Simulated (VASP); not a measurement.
# Se (P3_121) in VASP: further runs

The runs below take Se through single point, with PBEsol.

Program: VASP 6.6.1. These are calculated values, not measurements. Logs are shortened: lines on timing, memory, paths and dates and some standing lists are left out, and cuts for length are marked.

## 1. The cell of the first run

It takes space group P3_121 (No. 152, trigonal). Conventional cell: a = 4.044 Å, b = 4.044 Å, c = 5.122 Å, α = 90.00°, β = 90.00°, γ = 120.00°. Se (site symmetry 2) has 6 Se at 2.44 to 3.18 Å within 3.2 Å.

## 2. Single point, PBEsol

Input file INCAR:

```
PREC = Accurate ; ENCUT = 520
EDIFF = 1E-6 ; ISMEAR = -1
SIGMA = 0.05 ; LREAL = F
LASPH = T ; NELM = 100
ALGO = Normal ; ISIF = 2
LWAVE = F ; LCHARG = T
GGA = PS ; LELF = T
LVHAR = T ; NBANDS = 16
```

Input file KPOINTS:

```
regular mesh
0
Gamma
  5 5 4
```

Input file POSCAR:

```
Se
1.0
    4.0443569462      0.0000000000      0.0000000000
   -2.0221784731      3.5025158573      0.0000000000
    0.0000000000      0.0000000000      5.1218593052
Se
3
Direct
    0.2480147508      1.0000000000      0.3333333333
    0.0000000000      0.2480147508      0.6666666667
    0.7519852492      0.7519852492      1.0000000000
```

Potentials or basis: VASP PAW PBE potentials, release 64 (Se).

Launch:

```
> cat potpaw_PBE.64/Se/POTCAR > POTCAR
> mpirun -np 1 vasp_std > vasp.out
```

OUTCAR:

```text
PREC = Accurate
   ENCUT = 520
   EDIFF = 1E-6
   ISMEAR = -1
   LREAL = F
   LASPH = T
   NELM = 100
   ISIF = 2
   GGA = PS

 ion  position               nearest neighbor table
   1  0.248  0.000  0.333-   3 2.44   2 2.44
   2  0.000  0.248  0.667-   3 2.44   1 2.44
   3  0.752  0.752  0.000-   2 2.44   1 2.44

  LATTYP: Found a hexagonal cell.
 ALAT       =     4.0443569462
 C/A-ratio  =     1.2664211822

  Lattice vectors:

 A1 = (   4.0443569462,   0.0000000000,   0.0000000000)
 A2 = (  -2.0221784731,   3.5025158573,   0.0000000000)
 A3 = (   0.0000000000,   0.0000000000,   5.1218593052)

Analysis of symmetry for initial positions (statically):
=====================================================================
 Subroutine PRICEL returns:
 Original cell was already a primitive cell.

 Routine SETGRP: Setting up the symmetry group for a
 hexagonal supercell.

 Subroutine GETGRP returns: Found  6 space group operations
 (whereof  2 operations were pure point group operations)
 out of a pool of 24 trial point group operations.

The static configuration has the point symmetry C_2 .
 The point group associated with its full space group is D_3 .

Analysis of symmetry for dynamics (positions and initial velocities):
=====================================================================
 Subroutine PRICEL returns:
 Original cell was already a primitive cell.

 Routine SETGRP: Setting up the symmetry group for a
 hexagonal supercell.

 Subroutine GETGRP returns: Found  6 space group operations
 (whereof  2 operations were pure point group operations)
 out of a pool of 24 trial point group operations.

The dynamic configuration has the point symmetry C_2 .
 The point group associated with its full space group is D_3 .

 Subroutine INISYM returns: Found  6 space group operations
 (whereof  2 operations are pure point group operations),
 and found     1 'primitive' translations

----------------------------------------------------------------------------------------

                                     Primitive cell

  volume of cell :      72.5533

  direct lattice vectors                    reciprocal lattice vectors
     4.044356946  0.000000000  0.000000000     0.247258096  0.142754529  0.000000000
    -2.022178473  3.502515857  0.000000000     0.000000000  0.285509057  0.000000000
     0.000000000  0.000000000  5.121859305     0.000000000  0.000000000  0.195241599

  length of vectors
     4.044356946  4.044356946  5.121859305     0.285509057  0.285509057  0.195241599

  position of ions in fractional coordinates (direct lattice)
     0.248014751  0.000000000  0.333333333
     0.000000000  0.248014751  0.666666667
     0.751985249  0.751985249  0.000000000

  ion indices of the primitive-cell ions
   primitive index   ion index
                 1           1
                 2           2
                 3           3

----------------------------------------------------------------------------------------

 KPOINTS: regular mesh

Automatic generation of k-mesh.
 Grid dimensions read from file:
 generate k-points for:    5    5    4

 Generating k-lattice:

  Cartesian coordinates                     Fractional coordinates (reciprocal lattice)
     0.049451619  0.028550906  0.000000000     0.200000000  0.000000000  0.000000000
     0.000000000  0.057101811  0.000000000     0.000000000  0.200000000  0.000000000
     0.000000000  0.000000000  0.048810400     0.000000000  0.000000000  0.250000000

  Length of vectors
     0.057101811  0.057101811  0.048810400

  Shift w.r.t. Gamma in fractional coordinates (k-lattice)
     0.000000000  0.000000000  0.000000000

 Subroutine IBZKPT returns following result:
 ===========================================

 Found     17 irreducible k-points:

 Following reciprocal coordinates:
            Coordinates               Weight
  0.000000  0.000000  0.000000      1.000000
  0.200000  0.000000  0.000000      6.000000
  0.400000  0.000000  0.000000      6.000000
  0.200000  0.200000  0.000000      6.000000
  0.400000  0.200000  0.000000      6.000000
  0.000000  0.000000  0.250000      2.000000
[... 9 lines left out ...]
  0.200000  0.200000  0.500000      6.000000
  0.400000  0.200000  0.500000      6.000000
   k-points           NKPTS =     17   k-points in BZ     NKDIM =     17   number of bands    NBANDS=     16
   number of dos      NEDOS =    301   number of ions     NIONS =      3
   total plane-waves  NPLWV =  36000
   dimension x,y,z NGX =    30 NGY =   30 NGZ =   40
   dimension x,y,z NGXF=    60 NGYF=   60 NGZF=   80
   ions per type =               3
   NGX,Y,Z   is equivalent  to a cutoff of  12.33, 12.33, 12.98 a.u.
   NGXF,Y,Z  is equivalent  to a cutoff of  24.66, 24.66, 25.97 a.u.
 SYSTEM =  unknown system
   PREC   = accura    normal or accurate (medium, high low for compatibility)
   ISTART =      0    job   : 0-new  1-cont  2-samecut
   ICHARG =      2    charge: 1-file 2-atom 10-const
   ISPIN  =      1    spin polarized calculation?
   LNONCOLLINEAR =      F non collinear calculations
   LSORBIT =      F    spin-orbit coupling
   LASPH  =      T    aspherical Exc in radial PAW
   ENCUT  =  520.0 eV  38.22 Ry    6.18 a.u.   7.52  7.52  9.52*2*pi/ulx,y,z
   NELM   =    100;   NELMIN=  2; NELMDL= -5     # of ELM steps
   EDIFF  = 0.1E-05   stopping-criterion for ELM
   LREAL  =      F    real-space projection
   EDIFFG = 0.1E-04   stopping-criterion for IOM
   NSW    =      0    number of steps for IOM
   IBRION =     -1    ionic relax: 0-MD 1-quasi-New 2-CG
   NFREE  =      0    steps in history (QN), initial steepest desc. (CG)
   ISIF   =      2    stress and relaxation
   ISYM   =      2    0-nonsym 1-usesym 2-fastsym
   POTIM  = 0.5000    time-step for ionic-motion
   TEBEG  =    0.0;   TEEND  =   0.0 temperature during run
   PSTRESS=    0.0 pullay stress
   NELECT =      18.0000    total number of electrons
   NUPDOWN=      -1.0000    fix difference up-down
   EMIN   =  10.00;   EMAX   =-10.00  energy-range for DOS
   EFERMI =   0.00;   METHOD = LEGACY
   ISMEAR =    -1;   SIGMA  =   0.05  broadening in eV -4-tet -1-fermi 0-gaus
   EFERMI_NEDOS =   21; number of points for ismear=-14 and -15
   IALGO  =     38    algorithm
   IMIX   =      4    mixing-type and parameters
     AMIX     =   0.40;   BMIX     =  1.00
     AMIX_MAG =   1.60;   BMIX_MAG =  1.00
  volume/ion in A,a.u.               =      24.18       163.20
  Fermi-wavevector in a.u.,A,eV,Ry     =   1.028679  1.943922 14.397423  1.058181
  Thomas-Fermi vector in A             =   2.162688
   LORBIT       =      0    0 simple, 1 ext, 2 COOP (PROOUT), +10 PAW based schemes
   GGA     = PS    functional components
   LHFCALC =     F    Hartree Fock is set to
   AEXX    =    0.0000 exact exchange contribution
   IVDW    =     0    specifies the selected vdW correction
   LEPSILON=     F    determine dielectric tensor
   LRPA    =     F    only Hartree local field effects (RPA)
 non-spin polarized calculation
  energy-cutoff  :      520.00
  volume of cell :       72.55
 maximum number of plane-waves:      1976
 NGX is ok and might be reduce to    30
   NGX = 15   NGY = 15   NGZ = 19

 number of electron      18.0000000 magnetization

 Free energy of the ion-electron system (eV)
  ---------------------------------------------------
  ext. energy  EPLUGINS =         0.00000000
  ---------------------------------------------------
  free energy    TOTEN  =       -11.55817537 eV

  energy without entropy =      -11.55815733  energy(sigma->0) =      -11.55816635

 E-fermi :   4.1882     XC(G=0):  -9.6734

 val. band max:        3.7485091930   @ k =   0.4000   0.2000   0.5000
 cond. band min:       4.6087032144   @ k =   0.0000   0.0000   0.5000
 fundamental gap:      0.8601940214
 Fermi energy:         4.1882437183

 k-point     1 :       0.0000    0.0000    0.0000
  band No.  band energies     occupation
      1     -12.3535      2.00000
      2      -8.2501      2.00000
      3      -8.2501      2.00000
      4       0.0228      2.00000
      5       0.2529      2.00000
      6       0.2529      2.00000
[... 8 lines left out ...]
     15      10.4827      0.00000
     16      12.0374      0.00000

 k-point     2 :       0.2000    0.0000    0.0000
  band No.  band energies     occupation
      1     -12.0914      2.00000
      2      -8.3883      2.00000
      3      -8.1863      2.00000
      4      -1.2557      2.00000
      5      -0.5254      2.00000
      6       0.0431      2.00000
[... 8 lines left out ...]
     15      11.6074      0.00000
     16      12.2041      0.00000

 k-point     3 :       0.4000    0.0000    0.0000
  band No.  band energies     occupation
      1     -11.5276      2.00000
      2      -8.8462      2.00000
      3      -8.0727      2.00000
      4      -1.8684      2.00000
      5      -1.2172      2.00000
      6      -0.2814      2.00000
[... 8 lines left out ...]
     15      13.3968      0.00000
     16      14.1091      0.00000

 k-point     4 :       0.2000    0.2000    0.0000
  band No.  band energies     occupation
      1     -11.6628      2.00000
      2      -8.6025      2.00000
      3      -8.2259      2.00000
      4      -1.6595      2.00000
      5      -1.4279      2.00000
      6       0.1399      2.00000
[... 8 lines left out ...]
     15      12.4047      0.00000
     16      13.6512      0.00000
[... 191 lines left out ...]
 k-point    15 :       0.4000    0.0000    0.5000
  band No.  band energies     occupation
      1     -10.7078      2.00000
      2     -10.4561      2.00000
      3      -7.2968      2.00000
      4      -2.5300      2.00000
      5      -0.6687      2.00000
      6      -0.4676      2.00000
[... 8 lines left out ...]
     15      12.8240      0.00000
     16      13.6308      0.00000

 k-point    16 :       0.2000    0.2000    0.5000
  band No.  band energies     occupation
      1     -10.7469      2.00000
      2     -10.6177      2.00000
      3      -7.0551      2.00000
      4      -2.0318      2.00000
      5      -1.0970      2.00000
      6      -0.8334      2.00000
[... 8 lines left out ...]
     15      11.8960      0.00000
     16      12.4971      0.00000

 k-point    17 :       0.4000    0.2000    0.5000
  band No.  band energies     occupation
      1     -10.5177      2.00000
      2     -10.3377      2.00000
      3      -7.5415      2.00000
      4      -2.5185      2.00000
      5      -1.4902      2.00000
      6      -1.4789      2.00000
[... 8 lines left out ...]
     15      12.8924      0.00000
     16      13.0392      0.00000

------------------------ aborting loop because EDIFF is reached ----------------------------------------

  FORCE on cell =-STRESS in cart. coord.  units (eV):
  Direction    XX          YY          ZZ          XY          YZ          ZX
  --------------------------------------------------------------------------------------
  -------------------------------------------------------------------------------------
  Total        0.0550686      0.0550686      0.1121769      0.0000000     -0.0000000      0.0000000
  in kB        1.2160674      1.2160674      2.4771760      0.0000000     -0.0000000      0.0000000
  external PRESSURE =       1.6364369 kB  Pullay stress =       0.0000000 kB

 VOLUME and BASIS-vectors are now :
 -----------------------------------------------------------------------------
  energy-cutoff  :      520.00
  volume of cell :       72.55
      direct lattice vectors                 reciprocal lattice vectors
     4.044356946  0.000000000  0.000000000     0.247258096  0.142754529  0.000000000
    -2.022178473  3.502515857  0.000000000     0.000000000  0.285509057  0.000000000
     0.000000000  0.000000000  5.121859305     0.000000000  0.000000000  0.195241599

 POSITION                                       TOTAL-FORCE (eV/Angst)
 -----------------------------------------------------------------------------------
      1.00306      0.00000      1.70729         0.032295     -0.000000     -0.000000
     -0.50153      0.86868      3.41457        -0.016147      0.027968      0.000000
      1.52065      2.63384      0.00000        -0.016147     -0.027968      0.000000
 -----------------------------------------------------------------------------------
    total drift:                               -0.000001     -0.000001      0.000000

  FREE ENERGIE OF THE ION-ELECTRON SYSTEM (eV)
  ---------------------------------------------------
  free  energy   TOTEN  =       -11.5581753724 eV

  energy  without entropy=      -11.5581573328  energy(sigma->0) =      -11.55816635
```

Wall time 24 s (1 thread of Intel Xeon 8259CL, shared host); peak memory 0.18 GiB.

Results:

| Property | Result |
| --- | --- |
| Free energy | -11.5582 eV |
| Pressure | 0.2 GPa |
| Largest force | 0.032 eV/Å |
| Band gap on the k mesh | 0.86 eV, indirect (least direct gap 0.95 eV) |

Forces on the atoms (eV/Å):
```
Se   0.032  0.000  0.000
Se  -0.016  0.028  0.000
Se  -0.016 -0.028  0.000
```

Caveat: the PAW data sets were made with another functional, which shifts forces and pressure a little.

## 3. Single point, PBEsol

Input file INCAR:

```
SYSTEM = Se
PREC = Accurate
ENCUT = 520
EDIFF = 1E-7
ISMEAR = -1
SIGMA = 0.05
LREAL = .False.
LASPH = .True.
NELM = 80
ALGO = Normal
ISIF = 2
LWAVE = .False.
LCHARG = .False.
GGA = PS
NBANDS = 16
```

Input file KPOINTS:

```
Automatic mesh
0
Gamma
  8 8 6
  0 0 0
```

POSCAR is that of step 2.

Potentials or basis: VASP PAW PBE potentials, release 64 (Se).

Launch:

```
> cat potpaw_PBE.64/Se/POTCAR > POTCAR
> mpirun -np 1 vasp_std > vasp.out
```

Wall time 60 s (1 thread of Intel Xeon 8259CL, shared host); peak memory 0.2 GiB.

The run converged. Its results:

| Quantity | Value |
| --- | --- |
| Free energy | -11.5607 eV |
| Pressure | 0.1 GPa |
| Largest force | 0.039 eV/Å |
| Band gap on the k mesh | 0.72 eV, direct |

Forces in eV/Å, atoms in the order of the input:
```
Se   0.039  0.000  0.000
Se  -0.019  0.034  0.000
Se  -0.019 -0.034  0.000
```

Stress tensor (GPa, compression positive):
```
0.10 0.00 0.00
0.00 0.10 0.00
0.00 0.00 0.20
```

Levels at points of the mesh, in eV from the valence-band top:
```
           k point  band 7  band 8  band 9  band 10  band 11  band 12
(0.00, 0.00, 0.00)   -1.97   -1.97   -0.60     1.38     1.38     1.98
(0.50, 0.00, 0.00)   -3.70   -1.56   -1.05     1.36     1.62     4.21
(0.00, 0.00, 0.50)   -1.46   -1.43   -1.43     0.83     0.83     0.83
(0.50, 0.00, 0.50)   -2.54   -2.05   -0.15     1.22     2.43     2.90
```

Caveat: the PAW data sets were made with another functional, which shifts forces and pressure a little.
